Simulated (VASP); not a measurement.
# Al (Im-3m) in VASP: notebook

The runs below take Al through single point, with r2SCAN.

Program: VASP 6.6.1. These are calculated values, not measurements. Logs are shortened: lines on timing, memory, paths and dates and some standing lists are left out, and cuts for length are marked.

**1. The cell of the first run**

Symmetry: Im-3m, No. 229, cubic system. The conventional cell has a = 3.191 Å, b = 3.191 Å, c = 3.191 Å, α = 90.00°, β = 90.00°, γ = 90.00°. Al (site symmetry m-3m) has 14 Al at 2.76 to 3.19 Å within 3.6 Å.

**2. Single point, r2SCAN**

The input, POSCAR:

```
Al
1.0
   -1.5953822109      1.5953822109      1.5953822109
    1.5953822109     -1.5953822109      1.5953822109
    1.5953822109      1.5953822109     -1.5953822109
Al
1
Direct
    0.0000000000      0.0000000000      0.0000000000
```

The input, INCAR.step1:

```
ALGO = Normal
EDIFF = 1E-4
ENCUT = 520
GGA = PE
ISMEAR = -1
LASPH = T
LCHARG = F
LREAL = F
LWAVE = T
NBANDS = 8
NELM = 100
PREC = Accurate
SIGMA = 0.1
```

The input, INCAR.step2:

```
ALGO = Normal
EDIFF = 1E-7
ENCUT = 520
ISIF = 2
ISMEAR = -1
ISTART = 1
LASPH = T
LCHARG = F
LMIXTAU = T
LREAL = F
LWAVE = F
METAGGA = R2SCAN
NBANDS = 8
NELM = 100
PREC = Accurate
SIGMA = 0.1
```

The input, KPOINTS:

```
k-points
0
Gamma
  16 16 16
```

Potentials or basis: VASP PAW PBE potentials, release 64 (Al).

The run is started by

```sh
$ cat potpaw_PBE.64/Al/POTCAR > POTCAR
$ cp INCAR.step1 INCAR
$ mpirun -np 1 vasp_std > vasp.out
$ cp INCAR.step2 INCAR
$ mpirun -np 1 vasp_std > vasp.out
```

OUTCAR:

```text
EDIFF = 1E-7
   ENCUT = 520
   ISIF = 2
   ISMEAR = -1
   ISTART = 1
   LASPH = T
   LREAL = F
   METAGGA = R2SCAN
   NELM = 100
   PREC = Accurate

 ion  position               nearest neighbor table
   1  0.000  0.000  0.000-

  LATTYP: Found a body centered cubic cell.
 ALAT       =     3.1907644218

  Lattice vectors:

 A1 = (  -1.5953822109,   1.5953822109,   1.5953822109)
 A2 = (   1.5953822109,  -1.5953822109,   1.5953822109)
 A3 = (   1.5953822109,   1.5953822109,  -1.5953822109)

Analysis of symmetry for initial positions (statically):
=====================================================================
 Subroutine PRICEL returns:
 Original cell was already a primitive cell.

 Routine SETGRP: Setting up the symmetry group for a
 body centered cubic supercell.

 Subroutine GETGRP returns: Found 48 space group operations
 (whereof 48 operations were pure point group operations)
 out of a pool of 48 trial point group operations.

The static configuration has the point symmetry O_h .

Analysis of symmetry for dynamics (positions and initial velocities):
=====================================================================
 Subroutine PRICEL returns:
 Original cell was already a primitive cell.

 Routine SETGRP: Setting up the symmetry group for a
 body centered cubic supercell.

 Subroutine GETGRP returns: Found 48 space group operations
 (whereof 48 operations were pure point group operations)
 out of a pool of 48 trial point group operations.

The dynamic configuration has the point symmetry O_h .

 Subroutine INISYM returns: Found 48 space group operations
 (whereof 48 operations are pure point group operations),
 and found     1 'primitive' translations

----------------------------------------------------------------------------------------

                                     Primitive cell

  volume of cell :      16.2426

  direct lattice vectors                    reciprocal lattice vectors
    -1.595382211  1.595382211  1.595382211     0.000000000  0.313404522  0.313404522
     1.595382211 -1.595382211  1.595382211     0.313404522  0.000000000  0.313404522
     1.595382211  1.595382211 -1.595382211     0.313404522  0.313404522  0.000000000

  length of vectors
     2.763283047  2.763283047  2.763283047     0.443220926  0.443220926  0.443220926

  position of ions in fractional coordinates (direct lattice)
     0.000000000  0.000000000  0.000000000

  ion indices of the primitive-cell ions
   primitive index   ion index
                 1           1

----------------------------------------------------------------------------------------

 KPOINTS: k-points

Automatic generation of k-mesh.
 Grid dimensions read from file:
 generate k-points for:   16   16   16

 Generating k-lattice:

  Cartesian coordinates                     Fractional coordinates (reciprocal lattice)
     0.000000000  0.019587783  0.019587783     0.062500000  0.000000000  0.000000000
     0.019587783  0.000000000  0.019587783     0.000000000  0.062500000  0.000000000
     0.019587783  0.019587783  0.000000000     0.000000000  0.000000000  0.062500000

  Length of vectors
     0.027701308  0.027701308  0.027701308

  Shift w.r.t. Gamma in fractional coordinates (k-lattice)
     0.000000000  0.000000000  0.000000000

 Subroutine IBZKPT returns following result:
 ===========================================

 Found    145 irreducible k-points:

 Following reciprocal coordinates:
            Coordinates               Weight
  0.000000  0.000000  0.000000      1.000000
  0.062500  0.000000  0.000000     12.000000
  0.125000  0.000000  0.000000     12.000000
  0.187500  0.000000  0.000000     12.000000
  0.250000  0.000000  0.000000     12.000000
  0.312500  0.000000  0.000000     12.000000
[... 16 lines left out ...]
  0.187500  0.187500  0.000000     24.000000
  0.250000  0.187500  0.000000     48.000000
 [... further k-points ...]
   k-points           NKPTS =    145   k-points in BZ     NKDIM =    145   number of bands    NBANDS=      8
   number of dos      NEDOS =    301   number of ions     NIONS =      1
   total plane-waves  NPLWV =  13824
   dimension x,y,z NGX =    24 NGY =   24 NGZ =   24
   dimension x,y,z NGXF=    48 NGYF=   48 NGZF=   48
   ions per type =               1
   NGX,Y,Z   is equivalent  to a cutoff of  14.44, 14.44, 14.44 a.u.
   NGXF,Y,Z  is equivalent  to a cutoff of  28.88, 28.88, 28.88 a.u.
 SYSTEM =  unknown system
   PREC   = accura    normal or accurate (medium, high low for compatibility)
   ISTART =      1    job   : 0-new  1-cont  2-samecut
   ICHARG =      0    charge: 1-file 2-atom 10-const
   ISPIN  =      1    spin polarized calculation?
   LNONCOLLINEAR =      F non collinear calculations
   LSORBIT =      F    spin-orbit coupling
   LASPH  =      T    aspherical Exc in radial PAW
   ENCUT  =  520.0 eV  38.22 Ry    6.18 a.u.   5.14  5.14  5.14*2*pi/ulx,y,z
   NELM   =    100;   NELMIN=  2; NELMDL=  0     # of ELM steps
   EDIFF  = 0.1E-06   stopping-criterion for ELM
   LREAL  =      F    real-space projection
   EDIFFG = 0.1E-05   stopping-criterion for IOM
   NSW    =      0    number of steps for IOM
   IBRION =     -1    ionic relax: 0-MD 1-quasi-New 2-CG
   NFREE  =      0    steps in history (QN), initial steepest desc. (CG)
   ISIF   =      2    stress and relaxation
   ISYM   =      2    0-nonsym 1-usesym 2-fastsym
   POTIM  = 0.5000    time-step for ionic-motion
   TEBEG  =    0.0;   TEEND  =   0.0 temperature during run
   PSTRESS=    0.0 pullay stress
   NELECT =       3.0000    total number of electrons
   NUPDOWN=      -1.0000    fix difference up-down
   EMIN   =  10.00;   EMAX   =-10.00  energy-range for DOS
   EFERMI =   0.00;   METHOD = LEGACY
   ISMEAR =    -1;   SIGMA  =   0.10  broadening in eV -4-tet -1-fermi 0-gaus
   EFERMI_NEDOS =   21; number of points for ismear=-14 and -15
   IALGO  =     38    algorithm
   IMIX   =      4    mixing-type and parameters
     AMIX     =   0.40;   BMIX     =  1.00
     AMIX_MAG =   1.60;   BMIX_MAG =  1.00
  volume/ion in A,a.u.               =      16.24       109.61
  Fermi-wavevector in a.u.,A,eV,Ry     =   0.932318  1.761825 11.826401  0.869216
  Thomas-Fermi vector in A             =   2.058903
   LORBIT       =      0    0 simple, 1 ext, 2 COOP (PROOUT), +10 PAW based schemes
   METAGGA = R2SCAN    functional components
   LHFCALC =     F    Hartree Fock is set to
   AEXX    =    0.0000 exact exchange contribution
   IVDW    =     0    specifies the selected vdW correction
   LEPSILON=     F    determine dielectric tensor
   LRPA    =     F    only Hartree local field effects (RPA)
 non-spin polarized calculation
  energy-cutoff  :      520.00
  volume of cell :       16.24
 maximum number of plane-waves:       466
 NGX is ok and might be reduce to    24
   NGX = 11   NGY = 11   NGZ = 11

 number of electron       3.0000000 magnetization

 Free energy of the ion-electron system (eV)
  ---------------------------------------------------
  ext. energy  EPLUGINS =         0.00000000
  ---------------------------------------------------
  free energy    TOTEN  =        -6.62801514 eV

  energy without entropy =       -6.61242905  energy(sigma->0) =       -6.62022210

 E-fermi :   8.1941     XC(G=0): -10.9806

 val. band max:        8.1797180957   @ k =  -0.4375   0.5000   0.3125
 cond. band min:       8.2244576245   @ k =  -0.3750   0.4375   0.1875
 fundamental gap:      0.0447395287
 Fermi energy:         8.1940856192

 k-point     1 :       0.0000    0.0000    0.0000
  band No.  band energies     occupation
      1      -3.7749      2.00000
      2      22.3297      0.00000
      3      22.3297      0.00000
      4      22.3297      0.00000
      5      24.3581      0.00000
      6      24.3581      0.00000
      7      24.3581      0.00000
      8      25.5851      0.00000

 k-point     2 :       0.0625    0.0000    0.0000
  band No.  band energies     occupation
      1      -3.6541      2.00000
      2      20.9252      0.00000
      3      21.5882      0.00000
      4      21.8270      0.00000
      5      23.7182      0.00000
      6      24.6095      0.00000
      7      24.8243      0.00000
      8      25.2978      0.00000

 k-point     3 :       0.1250    0.0000    0.0000
  band No.  band energies     occupation
      1      -3.2921      2.00000
      2      18.2923      0.00000
      3      20.4735      0.00000
      4      20.7826      0.00000
      5      22.5988      0.00000
      6      23.6594      0.00000
      7      25.5013      0.00000
      8      26.0298      0.00000

 k-point     4 :       0.1875    0.0000    0.0000
  band No.  band energies     occupation
      1      -2.6909      2.00000
      2      15.5064      0.00000
      3      19.4686      0.00000
      4      19.6874      0.00000
      5      21.5239      0.00000
      6      22.8364      0.00000
      7      26.2916      0.00000
      8      26.4978      0.00000

 k-point     5 :       0.2500    0.0000    0.0000
  band No.  band energies     occupation
      1      -1.8534      2.00000
      2      12.8125      0.00000
      3      18.6342      0.00000
      4      18.7192      0.00000
      5      20.6088      0.00000
      6      22.0966      0.00000
      7      27.1382      0.00000
      8      27.2396      0.00000
[... 177 lines left out ...]
 k-point    22 :       0.4375    0.1250    0.0000
  band No.  band energies     occupation
      1       3.7585      2.00000
      2       4.5198      2.00000
      3      13.1472      0.00000
      4      16.7206      0.00000
      5      20.7035      0.00000
      6      23.9433      0.00000
      7      28.6535      0.00000
      8      30.0677      0.00000

 k-point    23 :       0.1875    0.1875    0.0000
  band No.  band energies     occupation
      1      -0.5475      2.00000
      2      11.8623      0.00000
      3      12.6964      0.00000
      4      17.5670      0.00000
      5      22.7773      0.00000
      6      23.4446      0.00000
      7      28.0974      0.00000
      8      28.2137      0.00000

 k-point    24 :       0.2500    0.1875    0.0000
  band No.  band energies     occupation
      1       0.6285      2.00000
      2       9.7485      0.00000
      3      11.7321      0.00000
      4      16.9700      0.00000
      5      22.4823      0.00000
      6      24.1288      0.00000
      7      27.7541      0.00000
      8      30.0133      0.00000

 [... further k-points ...]
[... 5 lines left out ...]
  --------------------------------------------------------------------------------------
  -------------------------------------------------------------------------------------
  Total       -0.0573881     -0.0573881     -0.0573881      0.0000000      0.0000000     -0.0000000
  in kB       -5.6608055     -5.6608055     -5.6608055      0.0000000      0.0000000     -0.0000000
  external PRESSURE =      -5.6608055 kB  Pullay stress =       0.0000000 kB

 VOLUME and BASIS-vectors are now :
 -----------------------------------------------------------------------------
  energy-cutoff  :      520.00
  volume of cell :       16.24
      direct lattice vectors                 reciprocal lattice vectors
    -1.595382211  1.595382211  1.595382211     0.000000000  0.313404522  0.313404522
     1.595382211 -1.595382211  1.595382211     0.313404522  0.000000000  0.313404522
     1.595382211  1.595382211 -1.595382211     0.313404522  0.313404522  0.000000000

 POSITION                                       TOTAL-FORCE (eV/Angst)
 -----------------------------------------------------------------------------------
      0.00000      0.00000      0.00000         0.000000      0.000000      0.000000
 -----------------------------------------------------------------------------------
    total drift:                               -0.000000     -0.000000     -0.000000

  FREE ENERGIE OF THE ION-ELECTRON SYSTEM (eV)
  ---------------------------------------------------
  free  energy   TOTEN  =        -6.6280151438 eV

  energy  without entropy=       -6.6124290517  energy(sigma->0) =       -6.62022210
```

It took 46 s on 1 thread of Intel Xeon Platinum 8259CL at 2.50GHz (Skylake/Cascade Lake), shared host; peak memory 0.14 GiB.

What came out:

* Free energy: -6.6280 eV
* Pressure: -0.6 GPa

Caveat: the PAW data sets were made with another functional, which shifts forces and pressure a little.

**3. Single point, r2SCAN (volume scaled by 1.04)**

The input, POSCAR:

```
Al
1.0
   -1.6163764897      1.6163764897      1.6163764897
    1.6163764897     -1.6163764897      1.6163764897
    1.6163764897      1.6163764897     -1.6163764897
Al
1
Direct
    0.0000000000      0.0000000000      0.0000000000
```

The input, INCAR.step1:

```
SYSTEM = Al
PREC = Accurate
ENCUT = 520
ISMEAR = -1
SIGMA = 0.1
LREAL = .FALSE.
LASPH = .TRUE.
NELM = 60
NBANDS = 8
GGA = PE
ALGO = Normal
EDIFF = 1E-4
LWAVE = .TRUE.
LCHARG = .FALSE.
```

The input, INCAR.step2:

```
SYSTEM = Al
PREC = Accurate
ENCUT = 520
EDIFF = 1E-7
ISMEAR = -1
SIGMA = 0.1
LREAL = .FALSE.
LASPH = .TRUE.
NELM = 60
ALGO = Normal
ISIF = 2
LWAVE = .FALSE.
LCHARG = .FALSE.
METAGGA = R2SCAN
LMIXTAU = .TRUE.
NBANDS = 8
ISTART = 1
```

The input, KPOINTS:

```
regular mesh
0
G
  16 16 16
  0 0 0
```

Potentials or basis: VASP PAW PBE potentials, release 64 (Al).

The run is started by

```sh
$ cat potpaw_PBE.64/Al/POTCAR > POTCAR
$ cp INCAR.step1 INCAR
$ mpirun -np 1 vasp_std > vasp.out
$ cp INCAR.step2 INCAR
$ mpirun -np 1 vasp_std > vasp.out
```

It took 46 s on 1 thread of Intel Xeon Platinum 8259CL at 2.50GHz (Skylake/Cascade Lake), shared host; peak memory 0.14 GiB.

Results (log left out):

```
Free energy : -6.6196 eV
Pressure    : -3.4 GPa
```

Levels at points of the mesh, in eV from the Fermi level:
```
           k point  band 1  band 2  band 3  band 4
(0.00, 0.00, 0.00)  -11.69   13.90   13.90   13.90
(0.50, 0.00, 0.00)   -4.62   -3.97    8.64    8.64
(0.50, 0.50, 0.50)    1.97    1.97    1.97    3.02
```

Caveat: the PAW data sets were made with another functional, which shifts forces and pressure a little.

**4. Single point, r2SCAN (volume scaled by 1.08)**

The input, POSCAR:

```
Al
1.0
   -1.6368391239      1.6368391239      1.6368391239
    1.6368391239     -1.6368391239      1.6368391239
    1.6368391239      1.6368391239     -1.6368391239
Al
1
Direct
    0.0000000000      0.0000000000      0.0000000000
```

The input, INCAR.step1:

```
SYSTEM = Al
PREC = Accurate ; ENCUT = 520
ISMEAR = -1 ; SIGMA = 0.1
LREAL = .False. ; LASPH = .True.
NELM = 80 ; NBANDS = 8
GGA = PE ; ALGO = Normal
EDIFF = 1E-4 ; LWAVE = .True.
LCHARG = .False.
```

The input, INCAR.step2:

```
SYSTEM = Al
PREC = Accurate ; ENCUT = 520
EDIFF = 1E-6 ; ISMEAR = -1
SIGMA = 0.1 ; LREAL = .False.
LASPH = .True. ; NELM = 80
ALGO = Normal ; ISIF = 2
LWAVE = .False. ; LCHARG = .False.
METAGGA = R2SCAN ; LMIXTAU = .True.
NBANDS = 8 ; ISTART = 1
```

The input, KPOINTS:

```
regular mesh
0
Gamma
  16 16 16
  0 0 0
```

The run is started by

```sh
$ cat potpaw_PBE.64/Al/POTCAR > POTCAR
$ cp INCAR.step1 INCAR
$ mpirun -np 1 vasp_std > vasp.out
$ cp INCAR.step2 INCAR
$ mpirun -np 1 vasp_std > vasp.out
```

Run time: 34 s. Hardware: 1 thread of Intel Xeon Platinum 8259CL at 2.50GHz (Skylake/Cascade Lake), shared host; peak memory 0.14 GiB.

Results (log left out):

```yaml
Free_energy: -6.6008 eV
Pressure: -5.7 GPa
```

Levels at points of the mesh, in eV from the Fermi level:
| k point | band 1 | band 2 | band 3 | band 4 |
| --- | --- | --- | --- | --- |
| (0.00, 0.00, 0.00) | -11.42 | 13.68 | 13.68 | 13.68 |
| (0.50, 0.00, 0.00) | -4.47 | -3.92 | 8.36 | 8.56 |
| (0.50, 0.50, 0.50) | 1.92 | 1.92 | 1.92 | 3.08 |

Caveat: the PAW data sets were made with another functional, which shifts forces and pressure a little.

**5. Summary**

```csv
cell,gap on the mesh (eV),pressure (GPa)
"a = 2.763 Å, angles 109.5°, 1 atom",none,-0.6
"a = 2.800 Å, angles 109.5°, 1 atom",none,-3.4
"a = 2.835 Å, angles 109.5°, 1 atom",none,-5.7
```

Alike in all rows: task single point; level r2SCAN; potentials or basis VASP PAW PBE potentials, release 64 (Al); no spin polarisation; k mesh 16 × 16 × 16; cutoff (eV) 520; smearing fermi-dirac 0.1 eV.

Caveats: the PAW data sets were made with another functional, which shifts forces and pressure a little.

Absolute energies hang on the potentials; compare differences alone.
